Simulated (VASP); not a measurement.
Wanted: the native input for a VASP 6.6.1 run.

```
Task                   : single point
Functional             : PBE
Potentials or basis    : VASP PAW PBE potentials, release 64 (Al, In_d, As)
Cutoff                 : 520 eV
k mesh                 : 4 × 4 × 4
Occupations            : gaussian, width 0.2 eV
Spin                   : no spin polarisation
Dipole correction      : no
Further INCAR settings : ALGO = Normal; EDIFF = 1e-06; NBANDS = 41
```

The structure of AlIn3As4 lies in POSCAR:

```
AlIn3As4
1.0
    6.0666661742     -0.0025682381      0.0005849860
   -0.0025211507      6.0661099288      0.0013134374
   -3.0315163043     -3.0304411439      6.0567548560
Al In As
1 3 4
Direct
    0.0002905022      0.0010069126      0.0004614518
    0.7499650318      0.2490560612      0.4996178130
    0.4992362004      0.5008057011      0.9996548385
    0.2502679555      0.7491547003      0.5006089413
    0.1174975367      0.1169772445      0.7606435928
    0.8820144222      0.3565303524      0.2387115516
    0.6450447001      0.6434725431      0.7607809574
    0.3556836512      0.8829964847      0.2395208536
```

One way to write it, as run:

INCAR

```
ALGO = Normal
EDIFF = 1E-6
ENCUT = 520
GGA = PE
ISIF = 2
ISMEAR = 0
LASPH = True
LCHARG = True
LELF = True
LREAL = False
LVHAR = True
LWAVE = False
NBANDS = 41
NELM = 100
PREC = Accurate
SIGMA = 0.2
```

KPOINTS

```
k-points
0
Gamma
  4 4 4
```

Potentials or basis: VASP PAW PBE potentials, release 64 (Al, In_d, As).

Launch:

```console
$ cat potpaw_PBE.64/Al/POTCAR potpaw_PBE.64/In_d/POTCAR potpaw_PBE.64/As/POTCAR > POTCAR
$ mpirun -np 1 vasp_std > vasp.out
```

Results of the run:

```json
{"Pressure": "0.1 GPa", "Largest force": "0.025 eV/Å"}
```

It took 3.5 min on 1 thread of Intel(R) Xeon(R) Platinum 8559C (Emerald Rapids) (shared host), peak memory 0.51 GiB.
